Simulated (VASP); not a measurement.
# MgS (F-43m) in VASP: notebook

MgS is run at these levels: LDA, r2SCAN; tasks: single point.

Program: VASP 6.6.1. These are calculated values, not measurements. Logs are shortened: lines on timing, memory, paths and dates and some standing lists are left out, and cuts for length are marked.

## Step 1: The cell of the first run

It takes space group F-43m (No. 216, cubic). The conventional cell has a = 5.590 Å, b = 5.590 Å, c = 5.590 Å, α = 90.00°, β = 90.00°, γ = 90.00°. Within 3.2 Å of S (site symmetry -43m) lie 4 Mg at 2.42 Å. Within 3.2 Å of Mg (site symmetry -43m) lie 4 S at 2.42 Å.

## Step 2: Single point, LDA

INCAR reads:

```
PREC     = Accurate       # precision mode
ENCUT    = 520            # plane-wave cutoff, eV
EDIFF    = 1E-6           # SCF threshold, eV
ISMEAR   = -1             # smearing method
SIGMA    = 0.05           # smearing width, eV
LREAL    = F              # projectors in reciprocal space
LASPH    = T              # aspherical terms in the spheres
NELM     = 60             # most SCF steps
ALGO     = Normal         # electronic algorithm
ISIF     = 2              # what is computed and relaxed
LWAVE    = F              # write WAVECAR
LCHARG   = F              # write CHGCAR
GGA      = CA             # functional
NBANDS   = 11             # bands
```

KPOINTS reads:

```
Automatic mesh
0
Gamma
  8 8 8
```

POSCAR reads:

```
MgS
1.0
    0.0000000000      2.7948299470      2.7948299470
    2.7948299470      0.0000000000      2.7948299470
    2.7948299470      2.7948299470      0.0000000000
S Mg
1 1
Direct
    0.2500000000      0.2500000000      0.2500000000
    0.0000000000      0.0000000000      0.0000000000
```

Potentials or basis: VASP PAW LDA potentials, release 64 (S, Mg).

On the command line:

```sh
$ cat potpaw_LDA.64/S/POTCAR potpaw_LDA.64/Mg/POTCAR > POTCAR
$ mpirun -np 1 vasp_std > vasp.out
```

OUTCAR:

```text
PREC = Accurate
   ENCUT = 520
   EDIFF = 1E-6
   ISMEAR = -1
   LREAL = F
   LASPH = T
   NELM = 60
   ISIF = 2
   GGA = CA

 ion  position               nearest neighbor table
   1  0.250  0.250  0.250-   2 2.42   2 2.42   2 2.42   2 2.42
   2  0.000  0.000  0.000-   1 2.42   1 2.42   1 2.42   1 2.42

  LATTYP: Found a face centered cubic cell.
 ALAT       =     5.5896598940

  Lattice vectors:

 A1 = (   0.0000000000,   2.7948299470,   2.7948299470)
 A2 = (   2.7948299470,   0.0000000000,   2.7948299470)
 A3 = (   2.7948299470,   2.7948299470,   0.0000000000)

Analysis of symmetry for initial positions (statically):
=====================================================================
 Subroutine PRICEL returns:
 Original cell was already a primitive cell.

 Routine SETGRP: Setting up the symmetry group for a
 face centered cubic supercell.

 Subroutine GETGRP returns: Found 24 space group operations
 (whereof 24 operations were pure point group operations)
 out of a pool of 48 trial point group operations.

The static configuration has the point symmetry T_d .

Analysis of symmetry for dynamics (positions and initial velocities):
=====================================================================
 Subroutine PRICEL returns:
 Original cell was already a primitive cell.

 Routine SETGRP: Setting up the symmetry group for a
 face centered cubic supercell.

 Subroutine GETGRP returns: Found 24 space group operations
 (whereof 24 operations were pure point group operations)
 out of a pool of 48 trial point group operations.

The dynamic configuration has the point symmetry T_d .

 Subroutine INISYM returns: Found 24 space group operations
 (whereof 24 operations are pure point group operations),
 and found     1 'primitive' translations

----------------------------------------------------------------------------------------

                                     Primitive cell

  volume of cell :      43.6612

  direct lattice vectors                    reciprocal lattice vectors
     0.000000000  2.794829947  2.794829947    -0.178901761  0.178901761  0.178901761
     2.794829947  0.000000000  2.794829947     0.178901761 -0.178901761  0.178901761
     2.794829947  2.794829947  0.000000000     0.178901761  0.178901761 -0.178901761

  length of vectors
     3.952486416  3.952486416  3.952486416     0.309866940  0.309866940  0.309866940

  position of ions in fractional coordinates (direct lattice)
     0.250000000  0.250000000  0.250000000
     0.000000000  0.000000000  0.000000000

  ion indices of the primitive-cell ions
   primitive index   ion index
                 1           1
                 2           2

----------------------------------------------------------------------------------------

 KPOINTS: Automatic mesh

Automatic generation of k-mesh.
 Grid dimensions read from file:
 generate k-points for:    8    8    8

 Generating k-lattice:

  Cartesian coordinates                     Fractional coordinates (reciprocal lattice)
    -0.022362720  0.022362720  0.022362720     0.125000000  0.000000000  0.000000000
     0.022362720 -0.022362720  0.022362720     0.000000000  0.125000000  0.000000000
     0.022362720  0.022362720 -0.022362720     0.000000000  0.000000000  0.125000000

  Length of vectors
     0.038733368  0.038733368  0.038733368

  Shift w.r.t. Gamma in fractional coordinates (k-lattice)
     0.000000000  0.000000000  0.000000000

 Subroutine IBZKPT returns following result:
 ===========================================

 Found     29 irreducible k-points:

 Following reciprocal coordinates:
            Coordinates               Weight
  0.000000  0.000000  0.000000      1.000000
  0.125000  0.000000  0.000000      8.000000
  0.250000  0.000000  0.000000      8.000000
  0.375000  0.000000  0.000000      8.000000
  0.500000  0.000000  0.000000      4.000000
  0.125000  0.125000  0.000000      6.000000
[... 16 lines left out ...]
  0.500000  0.250000  0.125000     48.000000
 -0.375000  0.250000  0.125000     24.000000
 [... further k-points ...]
   k-points           NKPTS =     29   k-points in BZ     NKDIM =     29   number of bands    NBANDS=     11
   number of dos      NEDOS =    301   number of ions     NIONS =      2
   total plane-waves  NPLWV =  27000
   dimension x,y,z NGX =    30 NGY =   30 NGZ =   30
   dimension x,y,z NGXF=    60 NGYF=   60 NGZF=   60
   ions per type =               1   1
   NGX,Y,Z   is equivalent  to a cutoff of  12.62, 12.62, 12.62 a.u.
   NGXF,Y,Z  is equivalent  to a cutoff of  25.24, 25.24, 25.24 a.u.
 SYSTEM =  unknown system
   PREC   = accura    normal or accurate (medium, high low for compatibility)
   ISTART =      0    job   : 0-new  1-cont  2-samecut
   ICHARG =      2    charge: 1-file 2-atom 10-const
   ISPIN  =      1    spin polarized calculation?
   LNONCOLLINEAR =      F non collinear calculations
   LSORBIT =      F    spin-orbit coupling
   LASPH  =      T    aspherical Exc in radial PAW
   ENCUT  =  520.0 eV  38.22 Ry    6.18 a.u.   7.35  7.35  7.35*2*pi/ulx,y,z
   NELM   =     60;   NELMIN=  2; NELMDL= -5     # of ELM steps
   EDIFF  = 0.1E-05   stopping-criterion for ELM
   LREAL  =      F    real-space projection
   EDIFFG = 0.1E-04   stopping-criterion for IOM
   NSW    =      0    number of steps for IOM
   IBRION =     -1    ionic relax: 0-MD 1-quasi-New 2-CG
   NFREE  =      0    steps in history (QN), initial steepest desc. (CG)
   ISIF   =      2    stress and relaxation
   ISYM   =      2    0-nonsym 1-usesym 2-fastsym
   POTIM  = 0.5000    time-step for ionic-motion
   TEBEG  =    0.0;   TEEND  =   0.0 temperature during run
   PSTRESS=    0.0 pullay stress
   NELECT =       8.0000    total number of electrons
   NUPDOWN=      -1.0000    fix difference up-down
   EMIN   =  10.00;   EMAX   =-10.00  energy-range for DOS
   EFERMI =   0.00;   METHOD = LEGACY
   ISMEAR =    -1;   SIGMA  =   0.05  broadening in eV -4-tet -1-fermi 0-gaus
   EFERMI_NEDOS =   21; number of points for ismear=-14 and -15
   IALGO  =     38    algorithm
   IMIX   =      4    mixing-type and parameters
     AMIX     =   0.40;   BMIX     =  1.00
     AMIX_MAG =   1.60;   BMIX_MAG =  1.00
  volume/ion in A,a.u.               =      21.83       147.32
  Fermi-wavevector in a.u.,A,eV,Ry     =   0.929835  1.757134 11.763515  0.864594
  Thomas-Fermi vector in A             =   2.056160
   LORBIT       =      0    0 simple, 1 ext, 2 COOP (PROOUT), +10 PAW based schemes
   GGA     = CA    functional components
   LHFCALC =     F    Hartree Fock is set to
   AEXX    =    0.0000 exact exchange contribution
   IVDW    =     0    specifies the selected vdW correction
   LEPSILON=     F    determine dielectric tensor
   LRPA    =     F    only Hartree local field effects (RPA)
 non-spin polarized calculation
  energy-cutoff  :      520.00
  volume of cell :       43.66
 maximum number of plane-waves:      1243
 NGX is ok and might be reduce to    30
   NGX = 15   NGY = 15   NGZ = 15

 number of electron       8.0000000 magnetization

 Free energy of the ion-electron system (eV)
  ---------------------------------------------------
  ext. energy  EPLUGINS =         0.00000000
  ---------------------------------------------------
  free energy    TOTEN  =        -9.39372661 eV

  energy without entropy =       -9.39372661  energy(sigma->0) =       -9.39372661

 E-fermi :   2.1824     XC(G=0):  -8.9086

 val. band max:        1.1416723428   @ k =   0.0000   0.0000   0.0000
 cond. band min:       4.5300118643   @ k =   0.0000   0.0000   0.0000
 fundamental gap:      3.3883395215
 Fermi energy:         2.1824446328

 k-point     1 :       0.0000    0.0000    0.0000
  band No.  band energies     occupation
      1     -10.2278      2.00000
      2       1.1417      2.00000
      3       1.1417      2.00000
      4       1.1417      2.00000
      5       4.5300      0.00000
      6       9.0068      0.00000
      7       9.0068      0.00000
      8       9.0068      0.00000
      9      11.9627      0.00000
     10      11.9627      0.00000
     11      14.8141      0.00000

 k-point     2 :       0.1250    0.0000    0.0000
  band No.  band energies     occupation
      1     -10.1314      2.00000
      2       0.4085      2.00000
      3       1.0849      2.00000
      4       1.0849      2.00000
      5       5.2196      0.00000
      6       8.8212      0.00000
      7       9.1912      0.00000
      8       9.1912      0.00000
      9      11.4699      0.00000
     10      11.4699      0.00000
     11      14.1606      0.00000

 k-point     3 :       0.2500    0.0000    0.0000
  band No.  band energies     occupation
      1      -9.8802      2.00000
      2      -0.8387      2.00000
      3       0.9573      2.00000
      4       0.9573      2.00000
      5       6.0592      0.00000
      6       8.8942      0.00000
      7       9.2163      0.00000
      8       9.2163      0.00000
      9      11.5256      0.00000
     10      11.5256      0.00000
     11      13.2964      0.00000

 k-point     4 :       0.3750    0.0000    0.0000
  band No.  band energies     occupation
      1      -9.5959      2.00000
      2      -1.8268      2.00000
      3       0.8409      2.00000
      4       0.8409      2.00000
      5       6.1929      0.00000
      6       8.8348      0.00000
      7       8.8348      0.00000
      8       9.4754      0.00000
      9      12.8774      0.00000
     10      12.8774      0.00000
     11      13.3399      0.00000

 k-point     5 :       0.5000    0.0000    0.0000
  band No.  band energies     occupation
      1      -9.4655      2.00000
      2      -2.2042      2.00000
      3       0.7956      2.00000
      4       0.7956      2.00000
      5       6.1502      0.00000
      6       8.6557      0.00000
      7       8.6557      0.00000
      8       9.6966      0.00000
      9      14.0042      0.00000
     10      14.4115      0.00000
     11      14.4115      0.00000
[... 211 lines left out ...]
 k-point    21 :       0.5000    0.5000    0.0000
  band No.  band energies     occupation
      1      -9.2189      2.00000
      2      -1.8538      2.00000
      3       0.0373      2.00000
      4       0.0373      2.00000
      5       4.7660      0.00000
      6       6.6222      0.00000
      7      12.4019      0.00000
      8      13.4604      0.00000
      9      13.4604      0.00000
     10      15.1632      0.00000
     11      15.1645      0.00000

 k-point    22 :       0.3750    0.2500    0.1250
  band No.  band energies     occupation
      1      -9.6849      2.00000
      2      -1.0525      2.00000
      3       0.2311      2.00000
      4       0.7380      2.00000
      5       6.7742      0.00000
      6       8.0286      0.00000
      7       8.6079      0.00000
      8      10.3140      0.00000
      9      10.8297      0.00000
     10      13.5682      0.00000
     11      15.5866      0.00000

 k-point    23 :       0.5000    0.2500    0.1250
  band No.  band energies     occupation
      1      -9.4479      2.00000
      2      -1.5921      2.00000
      3      -0.1426      2.00000
      4       0.5481      2.00000
      5       6.9942      0.00000
      6       7.8379      0.00000
      7       8.9929      0.00000
      8      10.1454      0.00000
      9      12.0035      0.00000
     10      14.6824      0.00000
     11      15.2939      0.00000

 k-point    24 :      -0.3750    0.2500    0.1250
  band No.  band energies     occupation
      1      -9.3417      2.00000
      2      -1.8275      2.00000
      3      -0.2527      2.00000
      4       0.4461      2.00000
      5       7.0515      0.00000
      6       7.5498      0.00000
      7       9.8976      0.00000
      8       9.9261      0.00000
      9      12.5455      0.00000
     10      13.9886      0.00000
     11      15.4703      0.00000

 [... further k-points ...]
[... 5 lines left out ...]
  --------------------------------------------------------------------------------------
  -------------------------------------------------------------------------------------
  Total       -0.0561050     -0.0561050     -0.0561050      0.0000000      0.0000000      0.0000000
  in kB       -2.0588071     -2.0588071     -2.0588071      0.0000000      0.0000000      0.0000000
  external PRESSURE =      -2.0588071 kB  Pullay stress =       0.0000000 kB

 VOLUME and BASIS-vectors are now :
 -----------------------------------------------------------------------------
  energy-cutoff  :      520.00
  volume of cell :       43.66
      direct lattice vectors                 reciprocal lattice vectors
     0.000000000  2.794829947  2.794829947    -0.178901761  0.178901761  0.178901761
     2.794829947  0.000000000  2.794829947     0.178901761 -0.178901761  0.178901761
     2.794829947  2.794829947  0.000000000     0.178901761  0.178901761 -0.178901761

 POSITION                                       TOTAL-FORCE (eV/Angst)
 -----------------------------------------------------------------------------------
      1.39741      1.39741      1.39741         0.000000     -0.000000     -0.000000
      0.00000      0.00000      0.00000        -0.000000      0.000000      0.000000
 -----------------------------------------------------------------------------------
    total drift:                                0.000000      0.000000      0.000000

  FREE ENERGIE OF THE ION-ELECTRON SYSTEM (eV)
  ---------------------------------------------------
  free  energy   TOTEN  =        -9.3937266104 eV

  energy  without entropy=       -9.3937266103  energy(sigma->0) =       -9.39372661
```

Run time: 8.4 s. Hardware: 1 thread of Intel Xeon 6975P-C (Granite Rapids), shared host; peak memory 0.15 GiB.

What came out:

```
Free energy            : -9.3937 eV
Pressure               : -0.2 GPa
Band gap on the k mesh : 3.39 eV, direct
```

Levels at points of the mesh, in eV from the valence-band top:
| k point | band 2 | band 3 | band 4 | band 5 | band 6 | band 7 |
| --- | --- | --- | --- | --- | --- | --- |
| (0.00, 0.00, 0.00) | 0.00 | 0.00 | 0.00 | 3.39 | 7.87 | 7.87 |
| (0.50, 0.00, 0.00) | -3.35 | -0.35 | -0.35 | 5.01 | 7.51 | 7.51 |
| (0.50, 0.50, 0.00) | -3.00 | -1.10 | -1.10 | 3.62 | 5.48 | 11.26 |

A k mesh can miss the band edges. As with any semilocal functional, this LDA gap is likely too small.

## Step 3: Single point, LDA

This run uses another cell than the first one, of 22.29 Å³/atom, 1.021 times its volume.

INCAR reads:

```
PREC = Accurate
ENCUT = 520
EDIFF = 1E-6
ISMEAR = -1
SIGMA = 0.05
LREAL = F
LASPH = T
NELM = 100
ALGO = Normal
ISIF = 2
LWAVE = F
LCHARG = F
NBANDS = 11
```

KPOINTS is that of step 2.

POSCAR reads:

```
MgS
1.0
    0.0000000000      2.8141052454      2.8141052454
    2.8141052454      0.0000000000      2.8141052454
    2.8141052454      2.8141052454      0.0000000000
S Mg
1 1
Direct
    0.2500000000      0.2500000000      0.2500000000
    0.0000000000      0.0000000000      0.0000000000
```

Potentials or basis: VASP PAW LDA potentials, release 64 (S, Mg).

On the command line:

```sh
$ cat potpaw_LDA.64/S/POTCAR potpaw_LDA.64/Mg/POTCAR > POTCAR
$ mpirun -np 1 vasp_std > vasp.out
```

Wall time 6.1 s (1 thread of Intel Xeon 6975P-C (Granite Rapids), shared host); peak memory 0.14 GiB.

Results (log left out):

- Free energy: -9.3892 eV
- Pressure: -1.4 GPa
- Band gap on the k mesh: 3.28 eV, direct

Levels at points of the mesh, in eV from the valence-band top:
```tsv
k point	band 1	band 2	band 3	band 4	band 5	band 6	band 7	band 8	band 9
(0.00, 0.00, 0.00)	-11.30	0.00	0.00	0.00	3.28	7.81	7.81	7.81	10.78
(0.50, 0.00, 0.00)	-10.57	-3.27	-0.34	-0.34	4.93	7.49	7.49	8.46	12.70
(0.50, 0.50, 0.00)	-10.33	-2.94	-1.08	-1.08	3.64	5.45	11.06	12.15	12.15
```

A k mesh can miss the band edges.

(Part 1 of 2 ends here.)
